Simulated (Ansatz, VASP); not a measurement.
**One calculation of Ge, two programs**

```xyz
2
Lattice="0.0000 2.8507 2.8017 2.8507 0.0000 2.8017 2.8507 2.8507 0.0000" Properties=species:S:1:pos:R:3 pbc="T T T"
Ge    0.0000    0.0000    0.0000
Ge    1.4254    1.4254    1.4008
```

Alike in both runs: functional LDA; k mesh 12 × 12 × 12; occupations gaussian, width 0.05 eV; no spin polarisation.

Ansatz relaxed the structure, and its values are those at the end. VASP's run is a single point on that final structure, the one shown.

```csv
,VASP,Ansatz
version,VASP 6.6.1,Ansatz 0.2.0
potentials or method,"VASP PAW LDA potentials, release 64 (Ge_d)","scalar-relativistic, plane waves, PAW"
plane-wave cutoff (eV),520,420
valence electrons in the cell,28,28
```

```csv
,VASP,Ansatz,Ansatz less VASP
gap on the k mesh at the Fermi level (eV),0.09,0.07,-0.021
least direct gap on the mesh (eV),0.13,0.13,0.000
pressure (GPa),-1.5,-1.7,-0.16
```

LDA's correlation is that of Perdew and Zunger in VASP and of Perdew and Wang (1992) in Ansatz. Ansatz's warnings: stress scf threshold loose.
